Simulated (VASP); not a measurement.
# Ga3Sb2As (P3m1) in VASP: notebook

The runs below take Ga3Sb2As through relaxation of cell and atoms, single point, with PBE.

All numbers are computed with VASP 6.6.1; they aren't measurements. Logs are shortened: lines on timing, memory, paths and dates and some standing lists are left out, and cuts for length are marked.

### 1 The cell of the first run

The structure is trigonal, space group P3m1 (No. 156). Conventional cell: a = 4.038 Å, b = 4.038 Å, c = 9.892 Å, α = 90.00°, β = 90.00°, γ = 120.00°. Ga (site symmetry 3m) has 3 Sb at 2.47 Å and 1 As at 2.47 Å within 3.3 Å. Ga (site symmetry 3m) has 4 Sb at 2.47 Å within 3.3 Å. Ga (site symmetry 3m) has 3 As at 2.47 Å and 1 Sb at 2.47 Å within 3.3 Å. Sb (site symmetry 3m) has 4 Ga at 2.47 Å within 3.3 Å. Sb (site symmetry 3m) has 4 Ga at 2.47 Å within 3.3 Å. Within 3.3 Å of As (site symmetry 3m) lie 4 Ga at 2.47 Å.

### 2 Relaxation of cell and atoms, PBE

INCAR reads:

```
PREC = Accurate
ENCUT = 600
EDIFF = 1E-6
ISMEAR = 0
SIGMA = 0.1
LREAL = False
LASPH = True
NELM = 60
ALGO = Normal
ISIF = 3
LWAVE = False
LCHARG = False
GGA = PE
IBRION = 2
NSW = 90
EDIFFG = -0.04
```

KPOINTS reads:

```
Automatic mesh
0
Gamma
  6 6 2
```

POSCAR reads:

```
Ga3Sb2As
1.0
    4.0383693400      0.0000000000      0.0000000000
   -2.0191846700      3.4973304400      0.0000000000
    0.0000000000      0.0000000000      9.8919442700
Ga Sb As
3 2 1
Direct
    0.0000000000      0.0000000000      0.0000000000
    0.6666666700      0.3333333300      0.3333333300
    0.3333333300      0.6666666700      0.6666666700
    0.6666666700      0.3333333300      0.0833333300
    0.3333333300      0.6666666700      0.4166666700
    0.0000000000      0.0000000000      0.7500000000
```

Potentials or basis: VASP PAW PBE potentials, release 64 (Ga_d, Sb, As).

Command:

```bash
> cat potpaw_PBE.64/Ga_d/POTCAR potpaw_PBE.64/Sb/POTCAR potpaw_PBE.64/As/POTCAR > POTCAR
> mpirun -np 1 vasp_std > vasp.out
```

OUTCAR:

```text
PREC = Accurate
   ENCUT = 600
   EDIFF = 1E-6
   ISMEAR = 0
   LREAL = False
   LASPH = True
   NELM = 60
   ISIF = 3
   GGA = PE
   IBRION = 2
   NSW = 90
   EDIFFG = -0.04

 ion  position               nearest neighbor table
   1  0.000  0.000  0.000-   4 2.47   6 2.47   4 2.47   4 2.47
   2  0.667  0.333  0.333-   4 2.47   5 2.47   5 2.47   5 2.47
   3  0.333  0.667  0.667-   6 2.47   5 2.47   6 2.47   6 2.47
   4  0.667  0.333  0.083-   1 2.47   2 2.47   1 2.47   1 2.47
   5  0.333  0.667  0.417-   3 2.47   2 2.47   2 2.47   2 2.47
   6  0.000  0.000  0.750-   3 2.47   1 2.47   3 2.47   3 2.47

  LATTYP: Found a hexagonal cell.
 ALAT       =     4.0383693400
 C/A-ratio  =     2.4494897413

  Lattice vectors:

 A1 = (   4.0383693400,   0.0000000000,   0.0000000000)
 A2 = (  -2.0191846700,   3.4973304400,   0.0000000000)
 A3 = (   0.0000000000,   0.0000000000,   9.8919442700)

Analysis of symmetry for initial positions (statically):
=====================================================================
 Subroutine PRICEL returns:
 Original cell was already a primitive cell.

 Routine SETGRP: Setting up the symmetry group for a
 hexagonal supercell.

 Subroutine GETGRP returns: Found  6 space group operations
 (whereof  6 operations were pure point group operations)
 out of a pool of 24 trial point group operations.

The static configuration has the point symmetry C_3v.

Analysis of symmetry for dynamics (positions and initial velocities):
=====================================================================
 Subroutine PRICEL returns:
 Original cell was already a primitive cell.

 Routine SETGRP: Setting up the symmetry group for a
 hexagonal supercell.

 Subroutine GETGRP returns: Found  6 space group operations
 (whereof  6 operations were pure point group operations)
 out of a pool of 24 trial point group operations.

The dynamic configuration has the point symmetry C_3v.

 Subroutine INISYM returns: Found  6 space group operations
 (whereof  6 operations are pure point group operations),
 and found     1 'primitive' translations

----------------------------------------------------------------------------------------

                                     Primitive cell

  volume of cell :     139.7090

  direct lattice vectors                    reciprocal lattice vectors
     4.038369340  0.000000000  0.000000000     0.247624701  0.142966188  0.000000000
    -2.019184670  3.497330440  0.000000000     0.000000000  0.285932375  0.000000000
     0.000000000  0.000000000  9.891944270     0.000000000  0.000000000  0.101092361

  length of vectors
     4.038369340  4.038369341  9.891944270     0.285932375  0.285932375  0.101092361

  position of ions in fractional coordinates (direct lattice)
     0.000000000  0.000000000  0.000000000
     0.666666670  0.333333330  0.333333330
     0.333333330  0.666666670  0.666666670
     0.666666670  0.333333330  0.083333330
     0.333333330  0.666666670  0.416666670
     0.000000000  0.000000000  0.750000000

  ion indices of the primitive-cell ions
   primitive index   ion index
                 1           1
                 2           2
                 3           3
                 4           4
                 5           5
                 6           6

----------------------------------------------------------------------------------------

 KPOINTS: Automatic mesh

Automatic generation of k-mesh.
 Grid dimensions read from file:
 generate k-points for:    6    6    2

 Generating k-lattice:

  Cartesian coordinates                     Fractional coordinates (reciprocal lattice)
     0.041270783  0.023827698  0.000000000     0.166666667  0.000000000  0.000000000
     0.000000000  0.047655396  0.000000000     0.000000000  0.166666667  0.000000000
     0.000000000  0.000000000  0.050546180     0.000000000  0.000000000  0.500000000

  Length of vectors
     0.047655396  0.047655396  0.050546180

  Shift w.r.t. Gamma in fractional coordinates (k-lattice)
     0.000000000  0.000000000  0.000000000

 Subroutine IBZKPT returns following result:
 ===========================================

 Found     14 irreducible k-points:

 Following reciprocal coordinates:
            Coordinates               Weight
  0.000000  0.000000  0.000000      1.000000
  0.166667  0.000000  0.000000      6.000000
  0.333333  0.000000  0.000000      6.000000
  0.500000  0.000000  0.000000      3.000000
  0.166667  0.166667  0.000000      6.000000
  0.333333  0.166667  0.000000     12.000000
  0.333333  0.333333  0.000000      2.000000
  0.000000  0.000000  0.500000      1.000000
  0.166667  0.000000  0.500000      6.000000
  0.333333  0.000000  0.500000      6.000000
  0.500000  0.000000  0.500000      3.000000
  0.166667  0.166667  0.500000      6.000000
  0.333333  0.166667  0.500000     12.000000
  0.333333  0.333333  0.500000      2.000000
   k-points           NKPTS =     14   k-points in BZ     NKDIM =     14   number of bands    NBANDS=     32
   number of dos      NEDOS =    301   number of ions     NIONS =      6
   total plane-waves  NPLWV =  81920
   dimension x,y,z NGX =    32 NGY =   32 NGZ =   80
   dimension x,y,z NGXF=    64 NGYF=   64 NGZF=  160
   ions per type =               3   2   1
   NGX,Y,Z   is equivalent  to a cutoff of  13.17, 13.17, 13.44 a.u.
   NGXF,Y,Z  is equivalent  to a cutoff of  26.35, 26.35, 26.89 a.u.
 SYSTEM =  unknown system
   PREC   = accura    normal or accurate (medium, high low for compatibility)
   ISTART =      0    job   : 0-new  1-cont  2-samecut
   ICHARG =      2    charge: 1-file 2-atom 10-const
   ISPIN  =      1    spin polarized calculation?
   LNONCOLLINEAR =      F non collinear calculations
   LSORBIT =      F    spin-orbit coupling
   LASPH  =      T    aspherical Exc in radial PAW
   ENCUT  =  600.0 eV  44.10 Ry    6.64 a.u.   8.07  8.07 19.76*2*pi/ulx,y,z
   NELM   =     60;   NELMIN=  2; NELMDL= -5     # of ELM steps
   EDIFF  = 0.1E-05   stopping-criterion for ELM
   LREAL  =      F    real-space projection
   EDIFFG = -.4E-01   stopping-criterion for IOM
   NSW    =     90    number of steps for IOM
   IBRION =      2    ionic relax: 0-MD 1-quasi-New 2-CG
   NFREE  =      1    steps in history (QN), initial steepest desc. (CG)
   ISIF   =      3    stress and relaxation
   ISYM   =      2    0-nonsym 1-usesym 2-fastsym
   POTIM  = 0.5000    time-step for ionic-motion
   TEBEG  =    0.0;   TEEND  =   0.0 temperature during run
   PSTRESS=    0.0 pullay stress
   NELECT =      54.0000    total number of electrons
   NUPDOWN=      -1.0000    fix difference up-down
   EMIN   =  10.00;   EMAX   =-10.00  energy-range for DOS
   EFERMI =   0.00;   METHOD = LEGACY
   ISMEAR =     0;   SIGMA  =   0.10  broadening in eV -4-tet -1-fermi 0-gaus
   EFERMI_NEDOS =   21; number of points for ismear=-14 and -15
   IALGO  =     38    algorithm
   IMIX   =      4    mixing-type and parameters
     AMIX     =   0.40;   BMIX     =  1.00
     AMIX_MAG =   1.60;   BMIX_MAG =  1.00
  volume/ion in A,a.u.               =      23.28       157.13
  Fermi-wavevector in a.u.,A,eV,Ry     =   1.192517  2.253531 19.348806  1.422097
  Thomas-Fermi vector in A             =   2.328553
   LORBIT       =      0    0 simple, 1 ext, 2 COOP (PROOUT), +10 PAW based schemes
   GGA     = PE    functional components
   LHFCALC =     F    Hartree Fock is set to
   AEXX    =    0.0000 exact exchange contribution
   IVDW    =     0    specifies the selected vdW correction
   LEPSILON=     F    determine dielectric tensor
   LRPA    =     F    only Hartree local field effects (RPA)
 conjugate gradient relaxation of ions
 non-spin polarized calculation
 Gauss-broadening in eV      SIGMA  =   0.10
  energy-cutoff  :      600.00
  volume of cell :      139.71
 maximum number of plane-waves:      4698
   NGX = 17   NGY = 17   NGZ = 39

--------------------------------------- Ionic step        1  -------------------------------------------

 number of electron      54.0000006 magnetization

 Free energy of the ion-electron system (eV)
  ---------------------------------------------------
  ext. energy  EPLUGINS =         0.00000000
  ---------------------------------------------------
  free energy    TOTEN  =       -21.60107991 eV

  energy without entropy =      -21.60102842  energy(sigma->0) =      -21.60105417

 E-fermi :   6.2940     XC(G=0):  -9.8334

 val. band max:        6.0919611904   @ k =   0.0000   0.0000   0.0000
 cond. band min:       6.4797715572   @ k =   0.0000   0.0000   0.0000
 fundamental gap:      0.3878103668
 Fermi energy:         6.2939772255

 k-point     1 :       0.0000    0.0000    0.0000
  band No.  band energies     occupation
      1      -9.4387      2.00000
      2      -9.3894      2.00000
      3      -9.3894      2.00000
      4      -9.3147      2.00000
      5      -9.3147      2.00000
      6      -9.2767      2.00000
[... 24 lines left out ...]
     31       9.0469      0.00000
     32       9.0490      0.00000

 k-point     2 :       0.1667    0.0000    0.0000
  band No.  band energies     occupation
      1      -9.4419      2.00000
      2      -9.3971      2.00000
      3      -9.3825      2.00000
      4      -9.3189      2.00000
      5      -9.3142      2.00000
      6      -9.2844      2.00000
[... 697 lines left out ...]
 VOLUME and BASIS-vectors are now :
 -----------------------------------------------------------------------------
  energy-cutoff  :      600.00
  volume of cell :      168.09
      direct lattice vectors                 reciprocal lattice vectors
     4.298236009  0.000000000 -0.000000000     0.232653581  0.134322608 -0.000000000
    -2.149118004  3.722381577  0.000000000    -0.000000000  0.268645215 -0.000000000
    -0.000000000  0.000000000 10.506144088     0.000000000  0.000000000  0.095182399

 POSITION                                       TOTAL-FORCE (eV/Angst)
 -----------------------------------------------------------------------------------
     -0.00000      0.00000     10.36704        -0.000000      0.000000      0.047839
      2.14912      1.24079      3.49896         0.000000     -0.000000     -0.070462
     -0.00000      2.48159      7.14954         0.000000     -0.000000     -0.069921
      2.14912      1.24079      0.81411        -0.000000      0.000000      0.015905
     -0.00000      2.48159      4.43200        -0.000000      0.000000      0.124683
     -2.14912      3.72238      7.88333         0.000000     -0.000000     -0.048043
 -----------------------------------------------------------------------------------
    total drift:                               -0.000004      0.000003     -0.004669

  FREE ENERGIE OF THE ION-ELECTRON SYSTEM (eV)
  ---------------------------------------------------
  free  energy   TOTEN  =       -22.8173504550 eV

  energy  without entropy=      -22.8153655890  energy(sigma->0) =      -22.81635802

--------------------------------------- Ionic step        8  -------------------------------------------

 number of electron      53.9999985 magnetization

 Free energy of the ion-electron system (eV)
  ---------------------------------------------------
  ext. energy  EPLUGINS =         0.00000000
  ---------------------------------------------------
  free energy    TOTEN  =       -22.81844834 eV

  energy without entropy =      -22.81658050  energy(sigma->0) =      -22.81751442

 E-fermi :   4.1578     XC(G=0):  -9.0089

 val. band max:        4.0919960716   @ k =   0.0000   0.0000   0.5000
 cond. band min:       4.2325861016   @ k =   0.0000   0.0000   0.0000
 fundamental gap:      0.1405900300
 Fermi energy:         4.1577798662

 k-point     1 :       0.0000    0.0000    0.0000
  band No.  band energies     occupation
      1     -10.9258      2.00000
      2     -10.8947      2.00000
      3     -10.8947      2.00000
      4     -10.8582      2.00000
      5     -10.8582      2.00000
      6     -10.7559      2.00000
[... 24 lines left out ...]
     31       7.1425      0.00000
     32       7.1425      0.00000

 k-point     2 :       0.1667    0.0000    0.0000
  band No.  band energies     occupation
      1     -10.9275      2.00000
      2     -10.8978      2.00000
      3     -10.8912      2.00000
      4     -10.8597      2.00000
      5     -10.8576      2.00000
      6     -10.7580      2.00000
[... 449 lines left out ...]
  FORCE on cell =-STRESS in cart. coord.  units (eV):
  Direction    XX          YY          ZZ          XY          YZ          ZX
  --------------------------------------------------------------------------------------
  -------------------------------------------------------------------------------------
  Total       -0.1540902     -0.1540902     -0.0386563      0.0000000      0.0000000      0.0000000
  in kB       -1.4676357     -1.4676357     -0.3681829      0.0000000      0.0000000      0.0000000
  external PRESSURE =      -1.1011514 kB  Pullay stress =       0.0000000 kB

 VOLUME and BASIS-vectors are now :
 -----------------------------------------------------------------------------
  energy-cutoff  :      600.00
  volume of cell :      168.22
      direct lattice vectors                 reciprocal lattice vectors
     4.302537362  0.000000000 -0.000000000     0.232420992  0.134188322 -0.000000000
    -2.151268681  3.726106658  0.000000000    -0.000000000  0.268376644 -0.000000000
    -0.000000000  0.000000000 10.492706483     0.000000000  0.000000000  0.095304296

 POSITION                                       TOTAL-FORCE (eV/Angst)
 -----------------------------------------------------------------------------------
     -0.00000      0.00000     10.35667        -0.000000      0.000000      0.017835
      2.15127      1.24204      3.48973        -0.000000      0.000000      0.020693
     -0.00000      2.48407      7.13687         0.000000     -0.000000     -0.005389
      2.15127      1.24204      0.81306         0.000000     -0.000000     -0.010048
     -0.00000      2.48407      4.43566         0.000000     -0.000000     -0.005224
      4.30254      0.00000      7.86930         0.000000     -0.000000     -0.017868
 -----------------------------------------------------------------------------------
    total drift:                               -0.000004      0.000003      0.001850

  FREE ENERGIE OF THE ION-ELECTRON SYSTEM (eV)
  ---------------------------------------------------
  free  energy   TOTEN  =       -22.8184483380 eV

  energy  without entropy=      -22.8165805006  energy(sigma->0) =      -22.81751442

 reached required accuracy - stopping structural energy minimisation
```

Run time: 12 min. Hardware: 1 thread of AMD EPYC 7R13, shared host; peak memory 0.3 GiB.

What came out:

- Free energy: -22.8184 eV
- Relaxed volume: 28.04 Å³/atom
- Relaxed cell: a = 4.303 Å, b = 4.303 Å, c = 10.493 Å, α = 90.00°, β = 90.00°, γ = 120.00°
- Space group after relaxing (to 0.1 Å): P3m1 (No. 156)
- Energy gained by relaxing: 202.9 meV/atom
- Ionic steps: 8
- Pressure after relaxing: -0.1 GPa
- Largest force after relaxing: 0.021 eV/Å
- Band gap on the k mesh: zero (bands 27 and 28 overlap by 0.14 eV)

Forces in eV/Å, atoms in the order of the input:
```
Ga   0.000  0.000  0.018
Ga   0.000  0.000  0.021
Ga   0.000  0.000 -0.005
Sb   0.000  0.000 -0.010
Sb   0.000  0.000 -0.005
As   0.000  0.000 -0.018
```

Stress tensor (GPa, compression positive):
```
-0.15  0.00  0.00
 0.00 -0.15  0.00
 0.00  0.00 -0.04
```

The path:
```tsv
step	energy change (eV)	largest force (eV/Å)	pressure (GPa)	volume (Å³)
1	0.0000	1.4034	14.27	139.71
2	-0.9475	0.2815	-3.80	185.97
3	-1.1594	0.5332	-0.21	169.08
4	-1.1845	0.3533	-0.10	168.54
5	-1.2092	0.2432	0.24	167.18
6	-1.2161	0.1135	-0.07	168.22
7	-1.2163	0.1247	0.01	168.09
8	-1.2174	0.0207	-0.11	168.22
```

Final structure:
```cif
data_structure
_symmetry_space_group_name_H-M 'P 1'
_symmetry_Int_Tables_number 1
_cell_length_a 4.3025
_cell_length_b 4.3025
_cell_length_c 10.4927
_cell_angle_alpha 90.000
_cell_angle_beta 90.000
_cell_angle_gamma 120.000
_cell_volume 168.22
loop_
_atom_site_label
_atom_site_type_symbol
_atom_site_fract_x
_atom_site_fract_y
_atom_site_fract_z
_atom_site_occupancy
Ga1 Ga 0.00000 0.00000 0.98704 1
Ga2 Ga 0.66667 0.33333 0.33259 1
Ga3 Ga 0.33333 0.66667 0.68017 1
Sb1 Sb 0.66667 0.33333 0.07749 1
Sb2 Sb 0.33333 0.66667 0.42274 1
As1 As 0.00000 0.00000 0.74998 1
```

Caveat: the volume moved by over 15 % at a fixed basis, so the end points are rough; semilocal functionals underestimate gaps, and a narrow one can read as zero; spin-orbit coupling is left out, which moves the levels of the heavy elements.

(Part 1 of 2 ends here.)

The gap in the log of VASP goes by the Fermi energy; the results here count the filled bands.